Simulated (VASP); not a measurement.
**Zn2GeN3: single point with PBE**

The system is Zn2GeN3.

```
Zn Ge N
1.0
     4.22449    0.00000    0.00000
    -2.11224    3.65851    0.00000
     0.00000    0.00000    7.44044
Zn Ge N
2 1 3
Direct
  0.00000 0.00000 0.16771
  0.00000 0.00000 0.83229
  0.00000 0.00000 0.50000
  0.50000 0.00000 0.50000
  0.00000 0.50000 0.50000
  0.50000 0.50000 0.50000
```

```json
{
  "Program": "VASP 6.6.1",
  "Task": "single point",
  "Functional": "PBE",
  "Potentials or basis": "VASP PAW PBE potentials, release 64 (Zn, Ge_d, N)",
  "Cutoff": "520 eV",
  "k mesh": "12 × 12 × 6",
  "Occupations": "gaussian, width 0.1 eV",
  "Spin": "no spin polarisation"
}
```

The pressure is 0.1 GPa.

Levels at points of the mesh, in eV from the Fermi level:
```tsv
k point	band 24	band 25	band 26	band 27	band 28	band 29
(0.00, 0.00, 0.00)	-3.70	-0.46	0.01	0.01	1.88	3.81
(0.50, 0.00, 0.00)	-2.20	-1.40	-0.30	-0.26	-0.14	0.24
(0.00, 0.00, 0.50)	-3.57	-0.33	0.01	0.01	1.47	1.88
(0.50, 0.00, 0.50)	-2.01	-1.40	-0.35	-0.30	-0.30	0.84
```

Run time: 4.6 min on 1 thread of AMD EPYC 7R43 64-Core Processor (Zen 3) (shared host), peak memory 0.37 GiB.
